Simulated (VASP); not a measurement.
Wanted: the native input for a VASP 6.6.1 run.

```yaml
Task: single point
Functional: r2SCAN
Potentials_or_basis: VASP PAW PBE potentials, release 64 (In_d, Ga_d, As)
Cutoff: 520 eV
k_mesh: 8 × 8 × 6
Occupations: gaussian, width 0.01 eV
Spin: no spin polarisation
Dipole_correction: no
Further_INCAR_settings: ALGO = Normal; EDIFF = 1e-06; NBANDS = 26
```

Crystal: InGaAs2.

```
In Ga As
1.0
     4.16676    0.00000    0.00000
     0.00000    4.16676    0.00000
     0.00000    0.00000    5.86308
In Ga As
1 1 2
Direct
  0.00000 0.00000 0.50000
  0.50000 0.50000 0.00000
  0.50000 0.00000 0.77000
  0.00000 0.50000 0.23000
```

This cell differs from its parent crystal: uniaxial strain along c: -1.0 %, then relaxed in part.

These files were run (other wordings do the same):

POSCAR

```
InGaAs2
1.0
    4.1667613932      0.0000000000      0.0000000000
    0.0000000000      4.1667613932      0.0000000000
    0.0000000000      0.0000000000      5.8630796005
In Ga As
1 1 2
Direct
    0.0000000000      0.0000000000      0.5000000000
    0.5000000000      0.5000000000      0.0000000000
    0.5000000000      0.0000000000      0.7699994372
    0.0000000000      0.5000000000      0.2300005628
```

INCAR.step1

```
ALGO = Normal
EDIFF = 1E-4
ENCUT = 520
GGA = PE
ISMEAR = 0
LASPH = T
LCHARG = F
LREAL = F
LWAVE = T
NBANDS = 26
NELM = 100
PREC = Accurate
SIGMA = 0.01
```

INCAR.step2

```
ALGO = Normal
EDIFF = 1E-6
ENCUT = 520
ISIF = 2
ISMEAR = 0
ISTART = 1
LASPH = T
LCHARG = F
LMIXTAU = T
LREAL = F
LWAVE = F
METAGGA = R2SCAN
NBANDS = 26
NELM = 100
PREC = Accurate
SIGMA = 0.01
```

KPOINTS

```
k-points
0
Gamma
  8 8 6
```

Potentials or basis: VASP PAW PBE potentials, release 64 (In_d, Ga_d, As).

The run is started by

```console
$ cat potpaw_PBE.64/In_d/POTCAR potpaw_PBE.64/Ga_d/POTCAR potpaw_PBE.64/As/POTCAR > POTCAR
$ cp INCAR.step1 INCAR
$ mpirun -np 1 vasp_std > vasp.out
$ cp INCAR.step2 INCAR
$ mpirun -np 1 vasp_std > vasp.out
```

Results of the run:

```yaml
Pressure: 0.3 GPa
Band_gap_on_the_k_mesh: 0.33 eV
```

Caveat: the cell differs from its parent crystal (uniaxial strain along c: -1.0 %, then relaxed in part); semilocal functionals underestimate gaps, and a narrow one can read as zero; the PAW data sets were made with another functional, which shifts forces and pressure a little; spin-orbit coupling is left out, which moves the levels of the heavy elements.

It took 12 min on 1 thread of Intel Xeon 8259CL (shared host), peak memory 0.34 GiB.
